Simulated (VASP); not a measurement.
## Ti: single point with PBEsol

The system is Ti.

```xyz
2
Lattice="2.9500 0.0000 0.0000 -1.4750 2.5548 0.0000 0.0000 0.0000 4.6860" Properties=species:S:1:pos:R:3 pbc="T T T"
Ti    0.0000    1.9282    1.1715
Ti    1.4750    0.8516    3.5145
```

This cell differs from its parent crystal: atom 1 (Ti) moved by (+0.225, +0.000) A along y and z.

- Program: VASP 6.6.1
- Task: single point
- Functional: PBEsol
- Potentials or basis: VASP PAW PBE potentials, release 64 (Ti_sv)
- Cutoff: 520 eV
- k mesh: 18 × 18 × 10
- Occupations: gaussian, width 0.15 eV
- Spin: no spin polarisation

| Item | Value |
| --- | --- |
| Pressure | -6.3 GPa |
| Largest force | 0.297 eV/Å |
| Band gap on the k mesh | zero (bands 12 and 13 overlap by 1.17 eV) |

Forces on the atoms (eV/Å):
```
Ti   0.000 -0.297  0.000
Ti   0.000  0.297  0.000
```

Stress tensor (GPa, compression positive):
```
-9.08  0.00  0.00
 0.00 -3.71  0.00
 0.00  0.00 -6.03
```

Levels at points of the mesh, in eV from the Fermi level:
| k point | band 10 | band 11 | band 12 | band 13 | band 14 | band 15 |
| --- | --- | --- | --- | --- | --- | --- |
| (0.00, 0.00, 0.00) | -2.59 | 0.71 | 0.76 | 0.77 | 0.92 | 1.16 |
| (0.50, 0.00, 0.00) | -2.01 | -1.91 | -0.52 | 0.55 | 1.00 | 1.17 |
| (0.00, 0.50, 0.00) | -2.05 | -1.38 | -0.64 | 0.02 | 0.62 | 1.01 |
| (0.00, 0.00, 0.50) | -4.29 | 0.08 | 0.08 | 0.66 | 0.66 | 0.86 |
| (0.50, 0.00, 0.50) | -2.40 | -0.88 | -0.88 | 1.21 | 1.21 | 1.96 |
| (0.00, 0.50, 0.50) | -2.55 | -0.68 | -0.68 | 1.37 | 1.37 | 1.79 |

It took 13 min on 1 thread of Intel(R) Xeon(R) Platinum 8259CL CPU @ 2.50GHz (Skylake/Cascade Lake), on a shared host, peak memory 0.4 GiB.

Caveat: the cell differs from its parent crystal (atom 1 (Ti) moved by (+0.225, +0.000) A along y and z); the stress differs along the axes, from -9 to -4 GPa; the PAW data sets were made with another functional, which shifts forces and pressure a little.
